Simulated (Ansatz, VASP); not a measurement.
One calculation of TaN, two programs

```
Ta N
1.0
     2.97263    0.00000    0.00035
     0.00000    2.97263    0.00035
     1.48658    1.48658    2.23405
Ta N
1 1
Cartesian
  0.0000 0.0000 0.0000
  1.4863 1.4863 0.0003
```

Change from the starting cell: band edges of the strained film's bulk.

Alike in both runs: task single point; functional PBEsol; k mesh 12 × 12 × 15; occupations gaussian, width 0.1 eV; no spin polarisation.

```csv
,VASP,Ansatz
version,VASP 6.6.1,Ansatz 0.2.0
potentials or method,"VASP PAW PBE potentials, release 64 (Ta_pv, N), cutoff 520 eV","scalar-relativistic, plane waves, PAW"
valence electrons in the cell,16,18
```

|  | VASP | Ansatz | Ansatz less VASP |
| --- | --- | --- | --- |
| gap on the k mesh at the Fermi level (eV) | none | none | - |
| pressure (GPa) | 29.3 | 27.9 | -1.41 |
| traceless stress, the component that is largest in VASP (GPa) | -28.18 | -27.87 | +0.309 |

VASP's potentials were made for PBE, not for PBEsol. A gap of «none» marks a metal or a gap that the smearing closes. With one functional, cell and mesh, what is left measures potentials, basis and numerics. VASP's potentials hold 16 valence electrons a cell and Ansatz's 18, so a difference there can come from the potentials and not from the codes.

Neither program's run includes spin-orbit coupling.
